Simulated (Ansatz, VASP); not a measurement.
## InSb3: VASP beside Ansatz

The input INCAR:

```
ALGO     = Normal         # electronic algorithm
EDIFF    = 1E-7           # SCF threshold, eV
EDIFFG   = -0.005         # ionic threshold
ENCUT    = 600            # plane-wave cutoff, eV
GGA      = PE             # functional
IBRION   = 2              # ionic algorithm
ISIF     = 3              # what is computed and relaxed
ISMEAR   = 0              # smearing method
LASPH    = True           # aspherical terms in the spheres
LCHARG   = False          # write CHGCAR
LREAL    = False          # projectors in reciprocal space
LWAVE    = False          # write WAVECAR
NELM     = 60             # most SCF steps
NSW      = 100            # ionic steps
PREC     = Accurate       # precision mode
SIGMA    = 0.1            # smearing width, eV
```

The input KPOINTS:

```
k-points
0
Gamma
  10 10 10
```

The input POSCAR:

```
InSb3
1.0
    0.0000000000      3.7945550000      3.7945550000
    3.7945550000      0.0000000000      3.7945550000
    3.7945550000      3.7945550000      0.0000000000
In Sb
1 3
Direct
    0.0000000000      0.0000000000      0.0000000000
    0.2500000000      0.2500000000      0.2500000000
    0.7500000000      0.7500000000      0.7500000000
    0.5000000000      0.5000000000      0.5000000000
```

Input for Ansatz:

```yaml
crystal:
  lattice:
    - [0.0, 3.794555, 3.794555]
    - [3.794555, 0.0, 3.794555]
    - [3.794555, 3.794555, 0.0]
  atoms:
    - { symbol: In, position: [0.0, 0.0, 0.0] }
    - { symbol: Sb, position: [0.25, 0.25, 0.25] }
    - { symbol: Sb, position: [0.75, 0.75, 0.75] }
    - { symbol: Sb, position: [0.5, 0.5, 0.5] }
basis:
  ecutwfc: 420
kpoints:
  mp_grid: { grid: [10, 10, 10] }
hamiltonian:
  xc: pbe
scf:
  occupations: { method: gaussian, width: 0.1 }
output:
  forces: true
  stress: true
  eigenvalues: true
  write_density: true
  write_potential: true
  elf: true
  volumetric_format: npy
relax:
  adjacent_minimum: "off"
  f_tol: 0.005
  max_steps: 80
  cell: { stress_tol: 0.05 }
```

Alike in both runs: task relaxation of cell and atoms; functional PBE; k mesh 10 × 10 × 10; occupations gaussian, width 0.1 eV; no spin polarisation.

|  | VASP | Ansatz |
| --- | --- | --- |
| version | VASP 6.6.1 | Ansatz 0.2.0 |
| potentials or method | VASP PAW PBE potentials, release 64 (In_d, Sb), cutoff 600 eV | scalar-relativistic, plane waves, PAW |
| valence electrons in the cell | 28 | 58 |

Ansatz gave:

* gap on the k mesh at the Fermi level, each at its own relaxed structure (eV): none
* relaxed volume (Å³/atom): 27.22
* relaxed cell length with the largest relative difference (Å): 5.360

**Question.** What did VASP give for the same quantities?

**Answer.** gap on the k mesh at the Fermi level, each at its own relaxed structure (eV): none; relaxed volume (Å³/atom): 27.20; relaxed cell length with the largest relative difference (Å): 5.359.

A gap of «none» marks a metal or a gap that the smearing closes. VASP's potentials hold 28 valence electrons a cell and Ansatz's 58, so a difference there can come from the potentials and not from the codes.

Spin-orbit coupling is off throughout. Noted on VASP's run: too few bands were computed for a metal, which touches its energy and stress.
